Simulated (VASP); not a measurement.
Write the native input for VASP 6.6.1 that does the following.

- Task: single point
- Functional: PBE
- Potentials or basis: VASP PAW PBE potentials, release 64 (Mn_pv)
- Cutoff: 500 eV
- k mesh: 4 × 4 × 4
- Occupations: gaussian, width 0.1 eV
- Spin: non-collinear spin, typed start
- Starting moments: [[0.0, 0.0, 2.0], [0.0, 0.0, 2.0], [0.0, 0.0, 2.0], [0.0, 0.0, 2.0]] μB
- Dipole correction: no
- Further INCAR settings: ALGO = Normal; EDIFF = 1e-06; NBANDS = 66

The structure of Mn lies in POSCAR:

```
Mn
1.0
    3.5571000000      0.0000000000      0.0000000000
    0.0000000000      3.5571000000      0.0000000000
    0.0000000000      0.0000000000      3.5571000000
Mn
4
Direct
    0.0000000000      0.0000000000      0.0000000000
    0.5000000000      0.5000000000      0.0000000000
    0.5000000000      0.0000000000      0.5000000000
    0.0000000000      0.5000000000      0.5000000000
```

This isn't the form of Mn at room conditions, which is a 58-atom cubic cell.

The input as run:

INCAR

```
PREC = Accurate ; ENCUT = 500
EDIFF = 1E-6 ; ISMEAR = 0
SIGMA = 0.1 ; LREAL = F
LASPH = T ; NELM = 200
ALGO = Normal ; ISIF = 2
LWAVE = F ; LCHARG = F
LNONCOLLINEAR = T ; MAGMOM = 0 0 2 0 0 2 0 0 2 0 0 2
LORBIT = 11 ; LMAXMIX = 4
GGA = PE ; NBANDS = 66
GGA_COMPAT = F
```

KPOINTS

```
regular mesh
0
Gamma
  4 4 4
```

Potentials or basis: VASP PAW PBE potentials, release 64 (Mn_pv).

Launch:

```sh
$ cat potpaw_PBE.64/Mn_pv/POTCAR > POTCAR
$ mpirun -np 1 vasp_ncl > vasp.out
```

Results of the run:

The pressure is -9.9 GPa and the band gap on the k mesh is zero (bands 52 and 53 overlap by 2.24 eV). The net moment is 2.22 μB per cell. The valence electrons inside the program's atomic spheres are Mn 11.90.

Caveat: the k points lie up to 0.44 Å⁻¹ apart, too coarse for converged energies and pressures of a metal.

Wall time 5.8 min on 1 thread of Oxide Virtual Turin-like Processor, with other jobs on the host, peak memory 0.25 GiB.
